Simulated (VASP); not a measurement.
# TaC (Fm-3m) in VASP: further runs

Runs on TaC. Level: PBE+D3(BJ). Tasks: single point.

All numbers are computed with VASP 6.6.1; they aren't measurements. Logs are shortened: lines on timing, memory, paths and dates and some standing lists are left out, and cuts for length are marked.

## Step 1: The cell of the first run

The structure is cubic, space group Fm-3m (No. 225). Conventional cell: a = 4.446 Å, b = 4.446 Å, c = 4.446 Å, α = 90.00°, β = 90.00°, γ = 90.00°. Within 2.9 Å of Ta (site symmetry m-3m) lie 6 C at 2.22 Å. Within 2.9 Å of C (site symmetry m-3m) lie 6 Ta at 2.22 Å.

## Step 2: Single point, PBE+D3(BJ)

The input, POSCAR:

```
TaC
1.0
    0.0000000000      2.2230000000      2.2230000000
    2.2230000000      0.0000000000      2.2230000000
    2.2230000000      2.2230000000      0.0000000000
Ta C
1 1
Direct
    0.0000000000      0.0000000000      0.0000000000
    0.5000000000      0.5000000000      0.5000000000
```

The input, INCAR.step1:

```
ALGO     = Normal         # electronic algorithm
EDIFF    = 1E-6           # SCF threshold, eV
ENCUT    = 520            # plane-wave cutoff, eV
GGA      = PE             # functional
GGA_COMPAT= F            
ISIF     = 2              # what is computed and relaxed
ISMEAR   = 1              # smearing method
IVDW     = 12             # dispersion correction
LASPH    = T              # aspherical terms in the spheres
LCHARG   = T              # write CHGCAR
LMAXMIX  = 4              # l up to which the mixer works
LORBIT   = 11             # projections on sites
LREAL    = F              # projectors in reciprocal space
LWAVE    = F              # write WAVECAR
NBANDS   = 14             # bands
NEDOS    = 2001           # points of the DOS
NELM     = 120            # most SCF steps
PREC     = Accurate       # precision mode
SIGMA    = 0.1            # smearing width, eV
```

The input, KPOINTS.step1:

```
k-points
0
Gamma
  8 8 8
```

The input, INCAR.step2:

```
ALGO     = Normal         # electronic algorithm
EDIFF    = 1E-6           # SCF threshold, eV
ENCUT    = 520            # plane-wave cutoff, eV
GGA      = PE             # functional
GGA_COMPAT= F            
ICHARG   = 11             # starting density
ISIF     = 2              # what is computed and relaxed
ISMEAR   = -5             # smearing method
IVDW     = 12             # dispersion correction
LASPH    = T              # aspherical terms in the spheres
LCHARG   = F              # write CHGCAR
LMAXMIX  = 4              # l up to which the mixer works
LORBIT   = 11             # projections on sites
LREAL    = F              # projectors in reciprocal space
LWAVE    = F              # write WAVECAR
NEDOS    = 2001           # points of the DOS
NELM     = 120            # most SCF steps
PREC     = Accurate       # precision mode
SIGMA    = 0.1            # smearing width, eV
```

The input, KPOINTS.step2:

```
k-points
0
Gamma
  12 12 12
```

Potentials or basis: VASP PAW PBE potentials, release 64 (Ta_pv, C).

The run is started by

```bash
> cat potpaw_PBE.64/Ta_pv/POTCAR potpaw_PBE.64/C/POTCAR > POTCAR
> cp INCAR.step1 INCAR
> cp KPOINTS.step1 KPOINTS
> mpirun -np 1 vasp_std > vasp.out
> cp INCAR.step2 INCAR
> cp KPOINTS.step2 KPOINTS
> mpirun -np 1 vasp_std > vasp.out
```

OUTCAR:

```text
EDIFF = 1E-6
   ENCUT = 520
   GGA = PE
   ICHARG = 11
   ISIF = 2
   ISMEAR = -5
   IVDW = 12
   LASPH = T
   LORBIT = 11
   LREAL = F
   NELM = 120
   PREC = Accurate
 IVDW          = 12

 ion  position               nearest neighbor table
   1  0.000  0.000  0.000-   2 2.22   2 2.22   2 2.22   2 2.22   2 2.22   2 2.22
   2  0.500  0.500  0.500-   1 2.22   1 2.22   1 2.22   1 2.22   1 2.22   1 2.22

  LATTYP: Found a face centered cubic cell.
 ALAT       =     4.4460000000

  Lattice vectors:

 A1 = (   0.0000000000,   2.2230000000,   2.2230000000)
 A2 = (   2.2230000000,   0.0000000000,   2.2230000000)
 A3 = (   2.2230000000,   2.2230000000,   0.0000000000)

Analysis of symmetry for initial positions (statically):
=====================================================================
 Subroutine PRICEL returns:
 Original cell was already a primitive cell.

 Routine SETGRP: Setting up the symmetry group for a
 face centered cubic supercell.

 Subroutine GETGRP returns: Found 48 space group operations
 (whereof 48 operations were pure point group operations)
 out of a pool of 48 trial point group operations.

The static configuration has the point symmetry O_h .

Analysis of symmetry for dynamics (positions and initial velocities):
=====================================================================
 Subroutine PRICEL returns:
 Original cell was already a primitive cell.

 Routine SETGRP: Setting up the symmetry group for a
 face centered cubic supercell.

 Subroutine GETGRP returns: Found 48 space group operations
 (whereof 48 operations were pure point group operations)
 out of a pool of 48 trial point group operations.

The dynamic configuration has the point symmetry O_h .

 Subroutine INISYM returns: Found 48 space group operations
 (whereof 48 operations are pure point group operations),
 and found     1 'primitive' translations

----------------------------------------------------------------------------------------

                                     Primitive cell

  volume of cell :      21.9709

  direct lattice vectors                    reciprocal lattice vectors
     0.000000000  2.223000000  2.223000000    -0.224921278  0.224921278  0.224921278
     2.223000000  0.000000000  2.223000000     0.224921278 -0.224921278  0.224921278
     2.223000000  2.223000000  0.000000000     0.224921278  0.224921278 -0.224921278

  length of vectors
     3.143796749  3.143796749  3.143796749     0.389575080  0.389575080  0.389575080

  position of ions in fractional coordinates (direct lattice)
     0.000000000  0.000000000  0.000000000
     0.500000000  0.500000000  0.500000000

  ion indices of the primitive-cell ions
   primitive index   ion index
                 1           1
                 2           2

----------------------------------------------------------------------------------------

 KPOINTS: k-points

Automatic generation of k-mesh.
 Grid dimensions read from file:
 generate k-points for:   12   12   12

 Generating k-lattice:

  Cartesian coordinates                     Fractional coordinates (reciprocal lattice)
    -0.018743440  0.018743440  0.018743440     0.083333333  0.000000000  0.000000000
     0.018743440 -0.018743440  0.018743440     0.000000000  0.083333333  0.000000000
     0.018743440  0.018743440 -0.018743440     0.000000000  0.000000000  0.083333333

  Length of vectors
     0.032464590  0.032464590  0.032464590

  Shift w.r.t. Gamma in fractional coordinates (k-lattice)
     0.000000000  0.000000000  0.000000000

 TETIRR: Found    247 inequivalent tetrahedra from    10368

 Subroutine IBZKPT returns following result:
 ===========================================

 Found     72 irreducible k-points:

 Following reciprocal coordinates:
            Coordinates               Weight
  0.000000  0.000000  0.000000      1.000000
  0.083333  0.000000  0.000000      8.000000
  0.166667  0.000000  0.000000      8.000000
  0.250000  0.000000  0.000000      8.000000
  0.333333  0.000000  0.000000      8.000000
  0.416667  0.000000  0.000000      8.000000
[... 16 lines left out ...]
  0.500000  0.166667  0.000000     24.000000
 -0.416667  0.166667  0.000000     24.000000
 [... further k-points ...]
   k-points           NKPTS =     72   k-points in BZ     NKDIM =     72   number of bands    NBANDS=     11
   number of dos      NEDOS =   2001   number of ions     NIONS =      2
   total plane-waves  NPLWV =  13824
   dimension x,y,z NGX =    24 NGY =   24 NGZ =   24
   dimension x,y,z NGXF=    48 NGYF=   48 NGZF=   48
   ions per type =               1   1
   NGX,Y,Z   is equivalent  to a cutoff of  12.69, 12.69, 12.69 a.u.
   NGXF,Y,Z  is equivalent  to a cutoff of  25.38, 25.38, 25.38 a.u.
 SYSTEM =  unknown system
   PREC   = accura    normal or accurate (medium, high low for compatibility)
   ISTART =      0    job   : 0-new  1-cont  2-samecut
   ICHARG =     11    charge: 1-file 2-atom 10-const
   ISPIN  =      1    spin polarized calculation?
   LNONCOLLINEAR =      F non collinear calculations
   LSORBIT =      F    spin-orbit coupling
   LASPH  =      T    aspherical Exc in radial PAW
   ENCUT  =  520.0 eV  38.22 Ry    6.18 a.u.   5.85  5.85  5.85*2*pi/ulx,y,z
   NELM   =    120;   NELMIN=  2; NELMDL=  0     # of ELM steps
   EDIFF  = 0.1E-05   stopping-criterion for ELM
   LREAL  =      F    real-space projection
[... 7 lines left out ...]
   TEBEG  =    0.0;   TEEND  =   0.0 temperature during run
   PSTRESS=    0.0 pullay stress
   NELECT =      15.0000    total number of electrons
   NUPDOWN=      -1.0000    fix difference up-down
   EMIN   =  10.00;   EMAX   =-10.00  energy-range for DOS
   EFERMI =   0.00;   METHOD = LEGACY
   ISMEAR =    -5;   SIGMA  =   0.10  broadening in eV -4-tet -1-fermi 0-gaus
   EFERMI_NEDOS =   21; number of points for ismear=-14 and -15
   IALGO  =     38    algorithm
   IMIX   =      4    mixing-type and parameters
     AMIX     =   0.40;   BMIX     =  1.00
     AMIX_MAG =   1.60;   BMIX_MAG =  1.00
  volume/ion in A,a.u.               =      10.99        74.13
  Fermi-wavevector in a.u.,A,eV,Ry     =   1.441526  2.724089 28.272865  2.077997
  Thomas-Fermi vector in A             =   2.560148
   LORBIT       =     11    0 simple, 1 ext, 2 COOP (PROOUT), +10 PAW based schemes
   GGA     = PE    functional components
   LHFCALC =     F    Hartree Fock is set to
   AEXX    =    0.0000 exact exchange contribution
   IVDW    =    12    specifies the selected vdW correction
   LEPSILON=     F    determine dielectric tensor
   LRPA    =     F    only Hartree local field effects (RPA)
 non-spin polarized calculation
 Fermi weights with tetrahedron method with Bloechl corrections
  energy-cutoff  :      520.00
  volume of cell :       21.97
 maximum number of plane-waves:       609

 number of electron      15.0000001 magnetization

 Free energy of the ion-electron system (eV)
  ---------------------------------------------------
  ext. energy  EPLUGINS =         0.00000000
  ---------------------------------------------------
  free energy    TOTEN  =       -22.19381428 eV

  energy without entropy =      -22.19381428  energy(sigma->0) =      -22.19381428

 E-fermi :   8.5029     XC(G=0): -13.2363

 val. band max:        8.5274606929   @ k =  -0.3333   0.5000   0.1667
 cond. band min:       8.4794696157   @ k =  -0.0833   0.0833   0.0000
 fundamental gap:     -0.0479910772
 Fermi energy:         8.5029251142

 k-point     1 :       0.0000    0.0000    0.0000
  band No.  band energies     occupation
      1     -26.6039      2.00000
      2     -26.6039      2.00000
      3     -26.6039      2.00000
      4      -6.3993      2.00000
      5       7.1099      2.00000
      6       7.1099      2.00000
      7       7.1099      2.00000
      8       7.9835      2.00000
      9       7.9835      1.97775
     10       7.9835      2.92589
     11       9.1150      0.00000

 k-point     2 :       0.0833    0.0000    0.0000
  band No.  band energies     occupation
      1     -26.6558      2.00000
      2     -26.6091      2.00000
      3     -26.6091      2.00000
      4      -6.2017      2.00000
      5       6.1837      2.00000
      6       6.5931      2.00000
      7       6.5931      2.00000
      8       7.6121      2.00000
      9       7.6121      2.40327
     10       8.5006      0.27385
     11      10.3958      0.00000

 k-point     3 :       0.1667    0.0000    0.0000
  band No.  band energies     occupation
      1     -26.7953      2.00000
      2     -26.6232      2.00000
      3     -26.6232      2.00000
      4      -5.6364      2.00000
      5       4.7206      2.00000
      6       5.3772      2.00000
      7       5.3772      2.00000
      8       8.0716      1.99365
      9       8.0716      1.40224
     10       9.0013      0.00000
     11      12.2942      0.00000
[... 267 lines left out ...]
 k-point    23 :       0.5000    0.1667    0.0000
  band No.  band energies     occupation
      1     -27.2540      2.00000
      2     -26.7897      2.00000
      3     -26.7257      2.00000
      4      -2.7119      2.00000
      5       0.7365      2.00000
      6       3.2360      2.00000
      7       3.5945      2.00000
      8       9.2517     -0.06546
      9      11.4726      0.00000
     10      12.1139      0.00000
     11      15.7044      0.00000

 k-point    24 :      -0.4167    0.1667    0.0000
  band No.  band energies     occupation
      1     -27.2610      2.00000
      2     -26.8148      2.00000
      3     -26.7080      2.00000
      4      -2.4671      2.00000
      5       0.4694      2.00000
      6       3.2838      2.00000
      7       3.3038      2.00000
      8      10.3991      0.00000
      9      10.8960      0.00000
     10      11.6459      0.00000
     11      15.7143      0.00000

 [... further k-points ...]

------------------------ aborting loop because EDIFF is reached ----------------------------------------

 Edisp (eV)   -0.92563

 E8    (eV) :    -0.4346

  FORCE on cell =-STRESS in cart. coord.  units (eV):
  Direction    XX          YY          ZZ          XY          YZ          ZX
  --------------------------------------------------------------------------------------
  -------------------------------------------------------------------------------------
  Total       0.09734     0.09734     0.09734    -0.00000    -0.00000     0.00000
  in kB       7.09854     7.09854     7.09854    -0.00000    -0.00000     0.00000
  external pressure =        7.10 kB  Pullay stress =        0.00 kB

 VOLUME and BASIS-vectors are now :
 -----------------------------------------------------------------------------
  energy-cutoff  :      520.00
  volume of cell :       21.97
      direct lattice vectors                 reciprocal lattice vectors
     0.000000000  2.223000000  2.223000000    -0.224921278  0.224921278  0.224921278
     2.223000000  0.000000000  2.223000000     0.224921278 -0.224921278  0.224921278
     2.223000000  2.223000000  0.000000000     0.224921278  0.224921278 -0.224921278

 POSITION                                       TOTAL-FORCE (eV/Angst)
 -----------------------------------------------------------------------------------
      0.00000      0.00000      0.00000        -0.000000      0.000000     -0.000000
      2.22300      2.22300      2.22300         0.000000     -0.000000      0.000000
 -----------------------------------------------------------------------------------
    total drift:                                0.000000     -0.000000     -0.000000

  FREE ENERGIE OF THE ION-ELECTRON SYSTEM (eV)
  ---------------------------------------------------
  free  energy   TOTEN  =       -23.1194407492 eV

  energy  without entropy=      -23.1194407492  energy(sigma->0) =      -23.11944075

 total charge

# of ion       s       p       d       tot
------------------------------------------
    1        0.303   6.277   2.402   8.983
    2        0.866   1.587   0.000   2.453
--------------------------------------------------
tot          1.169   7.865   2.402  11.436
```

It took 17 s on 1 thread of Intel Xeon Platinum 8259CL at 2.50GHz (Skylake/Cascade Lake), shared host; peak memory 0.16 GiB.

Results:

```yaml
Valence_electrons_inside_the_program's_atomic_spheres: Ta 8.98; C 2.45
Dispersion_energy_per_atom: -0.463 eV
```

Caveat: three body term missing; spin-orbit coupling is left out, which moves the levels of the heavy elements; tetrahedron occupations give inexact forces and stress in metals.

## Step 3: Single point, PBE+D3(BJ)

POSCAR is that of step 2.

The input, INCAR.step1:

```
SYSTEM = TaC
ALGO = Normal ; EDIFF = 1E-6
ENCUT = 520 ; GGA = PE
GGA_COMPAT = .FALSE. ; ISIF = 2
ISMEAR = 1 ; IVDW = 12
LASPH = .TRUE. ; LCHARG = .TRUE.
LMAXMIX = 4 ; LORBIT = 11
LREAL = .FALSE. ; LWAVE = .FALSE.
NBANDS = 14 ; NEDOS = 2001
NELM = 120 ; PREC = Accurate
SIGMA = 0.1
```

The input, KPOINTS.step1:

```
k-points
0
G
  8 8 8
  0 0 0
```

The input, INCAR.step2:

```
SYSTEM = TaC
ALGO = Normal ; EDIFF = 1E-6
ENCUT = 520 ; GGA = PE
GGA_COMPAT = .FALSE. ; ICHARG = 11
ISIF = 2 ; ISMEAR = -5
IVDW = 12 ; LASPH = .TRUE.
LCHARG = .FALSE. ; LMAXMIX = 4
LORBIT = 11 ; LREAL = .FALSE.
LWAVE = .FALSE. ; NEDOS = 1001
NELM = 120 ; PREC = Accurate
SIGMA = 0.1
```

The input, KPOINTS.step2:

```
k-points
0
G
  12 12 12
  0 0 0
```

Potentials or basis: VASP PAW PBE potentials, release 64 (Ta_pv, C).

The run is started by

```bash
> cat potpaw_PBE.64/Ta_pv/POTCAR potpaw_PBE.64/C/POTCAR > POTCAR
> cp INCAR.step1 INCAR
> cp KPOINTS.step1 KPOINTS
> mpirun -np 1 vasp_std > vasp.out
> cp INCAR.step2 INCAR
> cp KPOINTS.step2 KPOINTS
> mpirun -np 1 vasp_std > vasp.out
```

It took 16 s on 1 thread of Intel Xeon Platinum 8259CL at 2.50GHz (Skylake/Cascade Lake), shared host; peak memory 0.16 GiB.

It converged, with:

| Quantity | Value |
| --- | --- |
| Valence electrons inside the program's atomic spheres | Ta 8.98; C 2.45 |
| Dispersion energy per atom | -0.463 eV |

Levels at points of the mesh, in eV from the Fermi level:
```csv
k point,band 4,band 5,band 6,band 7,band 8,band 9,band 10,band 11
"(0.00, 0.00, 0.00)",-14.90,-1.39,-1.39,-1.39,-0.52,-0.52,-0.52,0.61
"(0.50, 0.00, 0.00)",-10.41,-8.82,-5.56,-5.56,2.70,2.70,3.69,5.38
"(0.50, 0.50, 0.00)",-12.80,-4.67,-4.63,-1.81,-1.81,2.59,4.09,4.09
```

Caveat: three body term missing; spin-orbit coupling is left out, which moves the levels of the heavy elements; tetrahedron occupations give inexact forces and stress in metals.
